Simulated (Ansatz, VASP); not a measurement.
Two plane-wave programs on Zn3Se2S

INCAR

```
SYSTEM = Zn3Se2S
PREC = Accurate ; ENCUT = 520
EDIFF = 1E-6 ; ISMEAR = 0
SIGMA = 0.1 ; LREAL = .False.
LASPH = .True. ; NELM = 100
ALGO = Normal ; ISIF = 2
LWAVE = .False. ; LCHARG = .True.
GGA = PE ; LELF = .True.
LVHAR = .True. ; NBANDS = 66
```

The input KPOINTS:

```
Automatic mesh
0
Gamma
  6 6 1
  0 0 0
```

The input POSCAR:

```
Zn3Se2S
1.0
    3.9838386000      0.0000000000      0.0000000000
   -1.9919193000      3.4501054000      0.0000000000
    0.0000000000      0.0000000000     19.5553813000
Zn Se S
6 4 2
Direct
    0.0000000000      0.0000000000      0.0001200000
    0.0000000000      0.0000000000      0.5001200000
    0.3333333000      0.6666667000      0.1715860000
    0.6666667000      0.3333333000      0.6715860000
    0.6666667000      0.3333333000      0.3286190000
    0.3333333000      0.6666667000      0.8286190000
    0.0000000000      0.0000000000      0.1269310000
    0.0000000000      0.0000000000      0.6269310000
    0.6666667000      0.3333333000      0.4556150000
    0.3333333000      0.6666667000      0.9556150000
    0.3333333000      0.6666667000      0.2921280000
    0.6666667000      0.3333333000      0.7921280000
```

Input for Ansatz:

```yaml
crystal:
  lattice:
    - [3.9838386, 0.0, 0.0]
    - [-1.9919193, 3.4501054, 0.0]
    - [0.0, 0.0, 19.5553813]
  atoms:
    - { symbol: Zn, position: [0.0, 0.0, 0.00012] }
    - { symbol: Zn, position: [0.0, 0.0, 0.50012] }
    - { symbol: Zn, position: [0.3333333, 0.6666667, 0.171586] }
    - { symbol: Zn, position: [0.6666667, 0.3333333, 0.671586] }
    - { symbol: Zn, position: [0.6666667, 0.3333333, 0.328619] }
    - { symbol: Zn, position: [0.3333333, 0.6666667, 0.828619] }
    - { symbol: Se, position: [0.0, 0.0, 0.126931] }
    - { symbol: Se, position: [0.0, 0.0, 0.626931] }
    - { symbol: Se, position: [0.6666667, 0.3333333, 0.455615] }
    - { symbol: Se, position: [0.3333333, 0.6666667, 0.955615] }
    - { symbol: S, position: [0.3333333, 0.6666667, 0.292128] }
    - { symbol: S, position: [0.6666667, 0.3333333, 0.792128] }
basis:
  ecutwfc: 420
kpoints:
  mp_grid: { grid: [6, 6, 1] }
hamiltonian:
  xc: pbe
scf:
  occupations: { method: gaussian, width: 0.1 }
  lower_state_search: "off"
output:
  forces: true
  stress: true
  eigenvalues: true
```

Alike in both runs: task single point; functional PBE; k mesh 6 × 6 × 1; occupations gaussian, width 0.1 eV; no spin polarisation.

|  | VASP | Ansatz |
| --- | --- | --- |
| version | VASP 6.6.1 | Ansatz 0.2.0 |
| potentials or method | VASP PAW PBE potentials, release 64 (Zn, Se, S), cutoff 520 eV | scalar-relativistic, plane waves, PAW |
| valence electrons in the cell | 108 | 148 |

|  | VASP | Ansatz | Ansatz less VASP |
| --- | --- | --- | --- |
| gap on the k mesh at the Fermi level (eV) | 1.25 | 1.25 | 0.000 |
| least direct gap on the mesh (eV) | 1.25 | 1.25 | 0.000 |
| pressure (GPa) | 0.2 | 0.0 | -0.22 |
| rms of the force components (eV/Å) | 0.004 | 0.003 | -0.0004 |

Atom by atom the forces differ by 0.002 eV/Å (rms over components). The functional is the same, so the differences come from potentials, cutoffs and numerics. VASP's potentials hold 108 valence electrons a cell and Ansatz's 148, so a difference there can come from the potentials and not from the codes.
